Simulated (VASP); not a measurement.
Cs2SnI6, 9 atoms in the cell. The structure is cubic, space group Fm-3m (No. 225). Conventional cell: a = 12.042 Å, b = 12.042 Å, c = 12.042 Å, α = 90.00°, β = 90.00°, γ = 90.00°. Within 5.6 Å of Cs (site symmetry -43m) lie 12 I at 4.26 Å and 4 Sn at 5.21 Å. Sn (site symmetry m-3m) has 6 I at 2.91 Å within 3.8 Å. Within 3.8 Å of I (site symmetry 4mm) lie 1 Sn at 2.91 Å. 

| Quantity | Value |
| --- | --- |
| Program | VASP 6.6.1 |
| Task | single point |
| Functional | PBE |
| Potentials or basis | VASP PAW PBE potentials, release 64 (Cs_sv, Sn_d, I) |
| Cutoff | 500 eV |
| k mesh | 4 × 4 × 4 |
| Occupations | fermi-dirac, width 0.02 eV |
| Spin | no spin polarisation |
| Dipole correction | no |
| Further INCAR settings | ALGO = Normal; EDIFF = 1e-06; NBANDS = 47 |

Potentials or basis: VASP PAW PBE potentials, release 64 (Cs_sv, Sn_d, I).

Command:

```console
$ cat potpaw_PBE.64/Cs_sv/POTCAR potpaw_PBE.64/Sn_d/POTCAR potpaw_PBE.64/I/POTCAR > POTCAR
$ mpirun -np 1 vasp_std > vasp.out
```

Hardware: 1 thread of Intel(R) Xeon(R) Platinum 8488C (Sapphire Rapids) (shared host).

**Question.** How long does it take, and how much memory?

**Answer.** Wall time 3.6 min on 1 thread of Intel(R) Xeon(R) Platinum 8488C (Sapphire Rapids), on a shared host, peak memory 0.67 GiB. Counts: scf iterations 14, k points 8.
